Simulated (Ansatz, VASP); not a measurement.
**Zr3SnSe in VASP and in Ansatz**

```
CELL_PARAMETERS angstrom
5.30654 0.00000 0.00000
0.00000 5.30654 0.00000
0.00000 0.00000 5.30654
ATOMIC_POSITIONS crystal
Zr 0.50000 0.00000 0.00000
Zr 0.00000 0.50000 0.00000
Zr 0.00000 0.00000 0.50000
Sn 0.00000 0.00000 0.00000
Se 0.50000 0.50000 0.50000
```

Alike in both runs: functional PBE; k mesh 4 × 4 × 4; occupations gaussian, width 0.1 eV; no spin polarisation.

Ansatz relaxed the structure, and its values are those at the end. VASP's run is a single point on that final structure, the one shown.

|  | VASP | Ansatz |
| --- | --- | --- |
| version | VASP 6.6.1 | Ansatz 0.2.0 |
| potentials or method | VASP PAW PBE potentials, release 64 (Zr_sv, Sn_d, Se), cutoff 520 eV | scalar-relativistic, plane waves, PAW |
| valence electrons in the cell | 56 | 66 |

|  | VASP | Ansatz | Ansatz less VASP |
| --- | --- | --- | --- |
| gap on the k mesh at the Fermi level (eV) | none | none | - |
| pressure (GPa) | 0.4 | 0.3 | -0.04 |

A gap of «none» marks a metal or a gap that the smearing closes. VASP's potentials hold 56 valence electrons a cell and Ansatz's 66, so a difference there can come from the potentials and not from the codes.
